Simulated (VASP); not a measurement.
Wanted: the native input for a VASP 6.6.1 run.

```
Task                   : relaxation of cell and atoms
Functional             : PBE
Potentials or basis    : VASP PAW PBE potentials, release 64 (Al, In_d, As)
Cutoff                 : 600 eV
k mesh                 : 8 × 8 × 4
Occupations            : gaussian, width 0.02 eV
Spin                   : no spin polarisation
Dipole correction      : no
Further INCAR settings : ALGO = Normal; EDIFF = 1e-06; IBRION = 2; EDIFFG = -0.01; NSW = 100; ISIF = 3
```

The structure of Al3InAs4 lies in POSCAR:

```
Al3InAs4
1.0
    4.1252189000      0.0000000000      0.0000000000
    0.0000000000      4.1252189000      0.0000000000
    0.0000000000      0.0000000000     11.6931018000
Al In As
3 1 4
Direct
    0.0000000000      0.0000000000      0.7408340000
    0.5000000000      0.5000000000      0.5000000000
    0.0000000000      0.0000000000      0.2591660000
    0.5000000000      0.5000000000      0.0000000000
    0.5000000000      0.0000000000      0.6203840000
    0.0000000000      0.5000000000      0.3796160000
    0.5000000000      0.0000000000      0.1407230000
    0.0000000000      0.5000000000      0.8592770000
```

One way to write it, as run:

INCAR

```
SYSTEM = Al3InAs4
ALGO = Normal
EDIFF = 1E-6
EDIFFG = -0.01
ENCUT = 600
GGA = PE
IBRION = 2
ISIF = 3
ISMEAR = 0
LASPH = .TRUE.
LCHARG = .FALSE.
LREAL = .FALSE.
LWAVE = .FALSE.
NELM = 100
NSW = 100
PREC = Accurate
SIGMA = 0.02
```

KPOINTS

```
k-points
0
G
  8 8 4
  0 0 0
```

Potentials or basis: VASP PAW PBE potentials, release 64 (Al, In_d, As).

The run is started by

```sh
$ cat potpaw_PBE.64/Al/POTCAR potpaw_PBE.64/In_d/POTCAR potpaw_PBE.64/As/POTCAR > POTCAR
$ mpirun -np 1 vasp_std > vasp.out
```

It gave:

```yaml
Relaxed_volume: 24.94 Å³/atom
Relaxed_cell: a = 4.129 Å, b = 4.129 Å, c = 11.705 Å, α = 90.00°, β = 90.00°, γ = 90.00°
Space_group_after_relaxing_to_0.1_Å: P-4m2 (No. 115)
Energy_gained_by_relaxing: 0.0 meV/atom
Ionic_steps: 2
Pressure_after_relaxing: 0.0 GPa
Largest_force_after_relaxing: 0.003 eV/Å
Band_gap_on_the_k_mesh: 1.02 eV
```

Caveat: spin-orbit coupling is left out, which moves the levels of the heavy elements.

It took 14 min on 1 thread of Intel Xeon 8259CL (shared host), peak memory 0.54 GiB.
